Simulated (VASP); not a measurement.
SnO: single point with PBE

The system is SnO.

```
Sn O
1.0
     3.79090    0.00000    0.00000
     0.00000    3.79090    0.00000
     0.00000    0.00000    5.16121
Sn O
2 2
Direct
  0.00000 0.50000 0.22966
  0.50000 0.00000 0.77034
  0.50000 0.50000 0.00000
  0.00000 0.00000 0.00000
```

This cell differs from its parent crystal: biaxial strain in the a-b plane: -2.0 %, then relaxed in part.

* Program: VASP 6.6.1
* Task: single point
* Functional: PBE
* Potentials or basis: VASP PAW PBE potentials, release 64 (Sn_d, O)
* Cutoff: 520 eV
* k mesh: 10 × 10 × 8
* Occupations: gaussian, width 0.01 eV
* Spin: no spin polarisation

| Item | Value |
| --- | --- |
| Pressure | 2.4 GPa |
| Largest force | 0.083 eV/Å |
| Band gap on the k mesh | 0.30 eV (least direct gap 1.97 eV) |

Forces in eV/Å, atoms in the order of the input:
```
Sn   0.000  0.000  0.083
Sn   0.000  0.000 -0.083
O    0.000  0.000  0.000
O    0.000  0.000  0.000
```

Stress tensor (GPa, compression positive):
```
3.45 0.00 0.00
0.00 3.45 0.00
0.00 0.00 0.25
```

Levels at points of the mesh, in eV from the valence-band top:
```csv
k point,band 18,band 19,band 20,band 21,band 22,band 23
"(0.00, 0.00, 0.00)",-2.98,-2.98,0.00,1.97,3.89,4.90
"(0.50, 0.00, 0.00)",-4.66,-2.63,-2.63,2.82,2.82,5.76
"(0.50, 0.50, 0.00)",-2.34,-1.95,-1.95,0.30,0.30,4.28
"(0.00, 0.00, 0.50)",-3.00,-3.00,-2.38,1.89,3.26,3.26
"(0.50, 0.00, 0.50)",-4.64,-1.80,-1.80,2.22,2.22,5.61
"(0.50, 0.50, 0.50)",-2.51,-2.34,-2.34,2.36,2.36,3.49
```

Run time: 65 s on 1 thread of Intel(R) Xeon(R) 6975P-C (Granite Rapids) (shared host), peak memory 0.29 GiB.

Caveat: the cell differs from its parent crystal (biaxial strain in the a-b plane: -2.0 %, then relaxed in part); spin-orbit coupling is left out, which moves the levels of the heavy elements. A k mesh can miss the band edges.
